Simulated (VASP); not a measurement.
# Cl (P6/mmm) in VASP: notebook, part 2 of 2

VASP 6.6.1. The steps go on from the part before.

**3. Relaxation of cell and atoms, PBE**

This run uses another cell than the first one, of 28.91 Å³/atom.

INCAR

```
PREC = Accurate
ENCUT = 600
EDIFF = 1E-6
ISMEAR = 0
SIGMA = 0.1
LREAL = F
LASPH = T
NELM = 80
ALGO = Normal
ISIF = 3
LWAVE = F
LCHARG = F
GGA = PE
IBRION = 2
NSW = 90
EDIFFG = -0.04
```

KPOINTS

```
Automatic mesh
0
Gamma
  6 6 6
```

POSCAR

```
Cl
1.0
    3.2936102132      0.0000000000      0.0000000000
   -1.6468051066      2.8523501148      0.0000000000
    0.0000000000      0.0000000000      3.0774670430
Cl
1
Direct
    0.0000000000      0.0000000000      0.0000000000
```

Potentials or basis: VASP PAW PBE potentials, release 64 (Cl).

The run is started by

```console
$ cat potpaw_PBE.64/Cl/POTCAR > POTCAR
$ mpirun -np 1 vasp_std > vasp.out
```

OUTCAR:

```text
PREC = Accurate
   ENCUT = 600
   EDIFF = 1E-6
   ISMEAR = 0
   LREAL = F
   LASPH = T
   NELM = 80
   ISIF = 3
   GGA = PE
   IBRION = 2
   NSW = 90
   EDIFFG = -0.04

 ion  position               nearest neighbor table
   1  0.000  0.000  0.000-

  LATTYP: Found a hexagonal cell.
 ALAT       =     3.2936102132
 C/A-ratio  =     0.9343750000

  Lattice vectors:

 A1 = (   3.2936102132,   0.0000000000,   0.0000000000)
 A2 = (  -1.6468051066,   2.8523501148,   0.0000000000)
 A3 = (   0.0000000000,   0.0000000000,   3.0774670430)

Analysis of symmetry for initial positions (statically):
=====================================================================
 Subroutine PRICEL returns:
 Original cell was already a primitive cell.

 Routine SETGRP: Setting up the symmetry group for a
 hexagonal supercell.

 Subroutine GETGRP returns: Found 24 space group operations
 (whereof 24 operations were pure point group operations)
 out of a pool of 24 trial point group operations.

The static configuration has the point symmetry D_6h.

Analysis of symmetry for dynamics (positions and initial velocities):
=====================================================================
 Subroutine PRICEL returns:
 Original cell was already a primitive cell.

 Routine SETGRP: Setting up the symmetry group for a
 hexagonal supercell.

 Subroutine GETGRP returns: Found 24 space group operations
 (whereof 24 operations were pure point group operations)
 out of a pool of 24 trial point group operations.

The dynamic configuration has the point symmetry D_6h.

 Subroutine INISYM returns: Found 24 space group operations
 (whereof 24 operations are pure point group operations),
 and found     1 'primitive' translations

----------------------------------------------------------------------------------------

                                     Primitive cell

  volume of cell :      28.9114

  direct lattice vectors                    reciprocal lattice vectors
     3.293610213  0.000000000  0.000000000     0.303618199  0.175294049  0.000000000
    -1.646805107  2.852350115  0.000000000     0.000000000  0.350588097  0.000000000
     0.000000000  0.000000000  3.077467043     0.000000000  0.000000000  0.324942554

  length of vectors
     3.293610213  3.293610213  3.077467043     0.350588097  0.350588097  0.324942554

  position of ions in fractional coordinates (direct lattice)
     0.000000000  0.000000000  0.000000000

  ion indices of the primitive-cell ions
   primitive index   ion index
                 1           1

----------------------------------------------------------------------------------------

 KPOINTS: Automatic mesh

Automatic generation of k-mesh.
 Grid dimensions read from file:
 generate k-points for:    6    6    6

 Generating k-lattice:

  Cartesian coordinates                     Fractional coordinates (reciprocal lattice)
     0.050603033  0.029215675  0.000000000     0.166666667  0.000000000  0.000000000
     0.000000000  0.058431350  0.000000000     0.000000000  0.166666667  0.000000000
     0.000000000  0.000000000  0.054157092     0.000000000  0.000000000  0.166666667

  Length of vectors
     0.058431350  0.058431350  0.054157092

[... 47 lines left out ...]
   ISPIN  =      1    spin polarized calculation?
   LNONCOLLINEAR =      F non collinear calculations
   LSORBIT =      F    spin-orbit coupling
   LASPH  =      T    aspherical Exc in radial PAW
   ENCUT  =  600.0 eV  44.10 Ry    6.64 a.u.   6.58  6.58  6.15*2*pi/ulx,y,z
   NELM   =     80;   NELMIN=  2; NELMDL= -5     # of ELM steps
   EDIFF  = 0.1E-05   stopping-criterion for ELM
   LREAL  =      F    real-space projection
   EDIFFG = -.4E-01   stopping-criterion for IOM
   NSW    =     90    number of steps for IOM
   IBRION =      2    ionic relax: 0-MD 1-quasi-New 2-CG
   NFREE  =      1    steps in history (QN), initial steepest desc. (CG)
   ISIF   =      3    stress and relaxation
   ISYM   =      2    0-nonsym 1-usesym 2-fastsym
   POTIM  = 0.5000    time-step for ionic-motion
   TEBEG  =    0.0;   TEEND  =   0.0 temperature during run
   PSTRESS=    0.0 pullay stress
   NELECT =       7.0000    total number of electrons
   NUPDOWN=      -1.0000    fix difference up-down
   EMIN   =  10.00;   EMAX   =-10.00  energy-range for DOS
   EFERMI =   0.00;   METHOD = LEGACY
   ISMEAR =     0;   SIGMA  =   0.10  broadening in eV -4-tet -1-fermi 0-gaus
   EFERMI_NEDOS =   21; number of points for ismear=-14 and -15
   IALGO  =     38    algorithm
   IMIX   =      4    mixing-type and parameters
     AMIX     =   0.40;   BMIX     =  1.00
     AMIX_MAG =   1.60;   BMIX_MAG =  1.00
  volume/ion in A,a.u.               =      28.91       195.10
  Fermi-wavevector in a.u.,A,eV,Ry     =   1.020355  1.928192 14.165361  1.041125
  Thomas-Fermi vector in A             =   2.153920
   LORBIT       =      0    0 simple, 1 ext, 2 COOP (PROOUT), +10 PAW based schemes
   GGA     = PE    functional components
   LHFCALC =     F    Hartree Fock is set to
   AEXX    =    0.0000 exact exchange contribution
   IVDW    =     0    specifies the selected vdW correction
   LEPSILON=     F    determine dielectric tensor
   LRPA    =     F    only Hartree local field effects (RPA)
 conjugate gradient relaxation of ions
 non-spin polarized calculation
 Gauss-broadening in eV      SIGMA  =   0.10
  energy-cutoff  :      600.00
  volume of cell :       28.91
 maximum number of plane-waves:       986
 NGX is ok and might be reduce to    28
   NGX = 13   NGY = 13   NGZ = 13

--------------------------------------- Ionic step        1  -------------------------------------------

 number of electron       6.9999999 magnetization

 Free energy of the ion-electron system (eV)
  ---------------------------------------------------
  ext. energy  EPLUGINS =         0.00000000
  ---------------------------------------------------
  free energy    TOTEN  =        -0.98431610 eV

  energy without entropy =       -0.97388214  energy(sigma->0) =       -0.97909912

------------------------ aborting loop because EDIFF is reached ----------------------------------------

  FORCE on cell =-STRESS in cart. coord.  units (eV):
  Direction    XX          YY          ZZ          XY          YZ          ZX
  --------------------------------------------------------------------------------------
  -------------------------------------------------------------------------------------
  Total       -0.6171377     -0.6171377     -1.1474513      0.0000000     -0.0000000     -0.0000000
  in kB      -34.1998505    -34.1998505    -63.5881793      0.0000000     -0.0000000     -0.0000000
  external PRESSURE =     -43.9959601 kB  Pullay stress =       0.0000000 kB
[... 86 lines left out ...]
  FREE ENERGIE OF THE ION-ELECTRON SYSTEM (eV)
  ---------------------------------------------------
  free  energy   TOTEN  =        -1.1253768893 eV

  energy  without entropy=       -1.1112302052  energy(sigma->0) =       -1.11830355

 E-fermi :   0.5018     XC(G=0):  -7.7966

 val. band max:        0.1017973909   @ k =   0.0000   0.0000   0.5000
 cond. band min:       0.9200713171   @ k =   0.0000   0.0000   0.1667
 fundamental gap:      0.8182739262
 Fermi energy:         0.5018038173

 k-point     1 :       0.0000    0.0000    0.0000
  band No.  band energies     occupation
      1     -16.9223      2.00000
      2      -2.8665      2.00000
      3      -2.8665      2.00000
      4       4.9028      0.00000
      5       5.3645      0.00000
      6      10.6560      0.00000
      7      10.6560      0.00000
[... 221 lines left out ...]
 k-point    24 :       0.3333    0.0000    0.5000
  band No.  band energies     occupation
      1     -12.1849      2.00000
      2      -7.6226      2.00000
      3      -0.5998      2.00000
      4      -0.0539      2.00000
      5       8.2075      0.00000
      6      10.1963      0.00000
      7      13.5103      0.00000

 [... further k-points ...]

[... ionic steps 4 to 26 ...]

--------------------------------------- Ionic step       27  -------------------------------------------

 number of electron       7.0000003 magnetization

------------------------ aborting loop because EDIFF is reached ----------------------------------------
[... 65 lines left out ...]
--------------------------------------- Ionic step       29  -------------------------------------------

 number of electron       6.9999996 magnetization

 Free energy of the ion-electron system (eV)
  ---------------------------------------------------
  ext. energy  EPLUGINS =         0.00000000
  ---------------------------------------------------
  free energy    TOTEN  =        -1.64342574 eV

  energy without entropy =       -1.64342574  energy(sigma->0) =       -1.64342574

 E-fermi :  -1.2469     XC(G=0):  -6.6835

 val. band max:       -1.6953231141   @ k =   0.0000   0.0000   0.5000
 cond. band min:      -0.5943434295   @ k =   0.0000   0.0000   0.1667
 fundamental gap:      1.1009796846
 Fermi energy:        -1.2468826375

 k-point     1 :       0.0000    0.0000    0.0000
  band No.  band energies     occupation
      1     -18.3094      2.00000
      2      -4.7450      2.00000
      3      -4.7450      2.00000
      4       3.3138      0.00000
      5       3.5092      0.00000
      6       8.4091      0.00000
      7       8.4091      0.00000
[... 258 lines left out ...]
  FREE ENERGIE OF THE ION-ELECTRON SYSTEM (eV)
  ---------------------------------------------------
  free  energy   TOTEN  =        -1.6434257397 eV

  energy  without entropy=       -1.6434257397  energy(sigma->0) =       -1.64342574

 reached required accuracy - stopping structural energy minimisation
```

OSZICAR:

```text
N       E                     dE             d eps       ncg     rms          rms(c)
DAV:   1     0.276137537674E+02    0.27614E+02   -0.30711E+03   392   0.834E+02
DAV:   2    -0.152717122780E-01   -0.27629E+02   -0.27523E+02   553   0.122E+02
DAV:   3    -0.982733476699E+00   -0.96746E+00   -0.91879E+00   483   0.266E+01
[... 252 lines left out ...]
DAV:   4    -0.164359391909E+01   -0.13460E-03   -0.11113E-03   462   0.330E-01    0.767E-02
DAV:   5    -0.164340652872E+01    0.18739E-03   -0.95927E-04   553   0.202E-01    0.273E-02
DAV:   6    -0.164342307395E+01   -0.16545E-04   -0.20956E-05   441   0.387E-02    0.191E-02
DAV:   7    -0.164342552456E+01   -0.24506E-05   -0.19186E-06   448   0.153E-02    0.196E-03
DAV:   8    -0.164342573972E+01   -0.21517E-06   -0.13567E-07   406   0.386E-03
  29 F= -.16434257E+01 E0= -.16434257E+01  d E =-.268566E-02
```

Wall time 51 s (1 thread of Intel Xeon 6975P-C (Granite Rapids), shared host); peak memory 0.15 GiB.

Results:

```
Free energy                           : -1.6434 eV
Relaxed volume                        : 36.06 Å³/atom
Relaxed cell                          : a = 4.309 Å, b = 4.309 Å, c = 2.242 Å, α = 90.00°, β = 90.00°, γ = 120.00°
Space group after relaxing (to 0.1 Å) : P6/mmm (No. 191)
Energy gained by relaxing             : 659.1 meV/atom
Ionic steps                           : 29
Pressure after relaxing               : 0.1 GPa
Band gap on the k mesh                : zero (an odd number of electrons rules out a gap without spin polarisation)
```

The path:
```csv
step,energy change (eV),largest force (eV/Å),pressure (GPa),volume (Å³)
1,0.0000,0.0000,-4.40,28.91
2,-0.0895,0.0000,-3.36,25.71
3,-0.1411,0.0000,-0.55,22.77
4,-0.1449,0.0000,1.38,21.64
5,-0.1451,0.0000,0.81,21.92
6,-0.1941,0.0000,1.37,21.68
7,-0.3233,0.0000,3.74,21.10
8,0.0071,0.0000,30.93,19.45
9,-0.3794,0.0000,5.37,20.85
10,-0.3929,0.0000,13.23,20.21
11,-0.4133,0.0000,8.67,20.52
12,-0.4143,0.0000,9.75,20.43
13,-0.4195,0.0000,10.23,20.48
14,-0.4223,0.0000,11.72,20.60
15,-0.4232,0.0000,11.21,20.57
16,-0.4326,0.0000,10.82,20.71
17,-0.4589,0.0000,9.71,21.17
18,-0.5040,0.0000,7.75,22.09
19,-0.5695,0.0000,4.74,24.00
20,-0.6344,0.0000,1.10,28.11
21,-0.6373,0.0000,-1.84,37.53
22,-0.6479,0.0000,-1.17,33.95
23,-0.6491,0.0000,-0.82,32.66
24,-0.6558,0.0000,-0.01,33.09
25,-0.6564,0.0000,0.35,33.25
26,-0.6564,0.0000,0.36,33.26
27,-0.6569,0.0000,0.33,33.53
28,-0.6579,0.0000,0.23,34.36
29,-0.6591,0.0000,0.07,36.06
```

Final structure:
```
Cl
1.0
     4.30886    0.00000    0.00000
    -2.15443    3.73158    0.00000
     0.00000    0.00000    2.24245
Cl
1
Direct
  0.00000 0.00000 0.00000
```

Levels at points of the mesh, in eV from the Fermi level:
| k point | band 1 | band 2 | band 3 | band 4 | band 5 | band 6 | band 7 |
| --- | --- | --- | --- | --- | --- | --- | --- |
| (0.00, 0.00, 0.00) | -17.06 | -3.50 | -3.50 | 4.56 | 4.76 | 9.66 | 9.66 |
| (0.50, 0.00, 0.00) | -17.01 | -4.16 | -3.64 | 4.57 | 6.73 | 9.11 | 12.03 |
| (0.00, 0.00, 0.50) | -12.52 | -7.88 | -0.45 | -0.45 | 9.73 | 9.73 | 12.25 |
| (0.50, 0.00, 0.50) | -12.48 | -7.84 | -0.81 | -0.53 | 8.01 | 9.36 | 13.11 |

Caveat: the k points lie up to 0.47 Å⁻¹ apart in the final cell, too coarse for converged energies and pressures of a metal; the volume moved by over 15 % at a fixed basis, so the end points are rough; an odd number of electrons without spin polarisation forces a metal; a magnetic or distorted state may lie lower.

**4. Single point, PBE**

This run uses another cell than the first one, of 29.71 Å³/atom.

INCAR

```
PREC = Accurate ; ENCUT = 520
EDIFF = 1E-6 ; ISMEAR = 0
SIGMA = 0.1 ; LREAL = False
LASPH = True ; NELM = 80
ALGO = Normal ; ISIF = 2
LWAVE = False ; LCHARG = False
GGA = PE ; NBANDS = 10
```

KPOINTS

```
Automatic mesh
0
Gamma
  15 15 24
```

POSCAR

```
Cl
1.0
    3.8485978432      0.0000000000      0.0000000000
   -1.9242989216      3.3329835012      0.0000000000
    0.0000000000      0.0000000000      2.3157847495
Cl
1
Direct
    0.0000000000      0.0000000000      0.0000000000
```

The run is started by

```console
$ cat potpaw_PBE.64/Cl/POTCAR > POTCAR
$ mpirun -np 1 vasp_std > vasp.out
```

Wall time 27 s (1 thread of Intel Xeon 6975P-C (Granite Rapids), shared host); peak memory 0.2 GiB.

The run converged. Its results:

```
Free energy            : -1.6357 eV
Pressure               : -0.1 GPa
Band gap on the k mesh : zero (an odd number of electrons rules out a gap without spin polarisation)
```

Stress tensor (GPa, compression positive):
```
-0.01  0.00  0.00
 0.00 -0.01  0.00
 0.00  0.00 -0.35
```

Levels at points of the mesh, in eV from the Fermi level:
```tsv
k point	band 1	band 2	band 3	band 4	band 5	band 6
(0.00, 0.00, 0.00)	-15.89	-2.17	-2.17	4.57	5.99	11.18
(0.00, 0.00, 0.50)	-12.10	-6.42	0.32	0.32	11.46	11.46
```

Caveat: an odd number of electrons without spin polarisation forces a metal; a magnetic or distorted state may lie lower.

**5. Summary**

```tsv
task	cell	k mesh	cutoff (eV)	gap on the mesh (eV)	pressure (GPa)
single point	a = 4.350, b = 4.350, c = 2.247 Å, angles 90.0, 90.0, 120.0°, 1 atom	6 × 6 × 6	520	none	-0.1
relaxation of cell and atoms	relaxed from a = 3.294, b = 3.294, c = 3.077 Å, angles 90.0, 90.0, 120.0°, 1 atom	6 × 6 × 6	600	none	0.1
single point	a = 3.849, b = 3.849, c = 2.316 Å, angles 90.0, 90.0, 120.0°, 1 atom	15 × 15 × 24	520	none	-0.1
```

Alike in all rows: level PBE; potentials or basis VASP PAW PBE potentials, release 64 (Cl); no spin polarisation; smearing gaussian 0.1 eV.

Caveats: some runs use coarse meshes; an odd number of electrons without spin polarisation forces a metal; a magnetic or distorted state may lie lower; the volume moved by over 15 % at a fixed basis, so the end points are rough (at least some runs).

Total energies depend on the potentials used, so only differences within one code and one set of settings carry meaning.
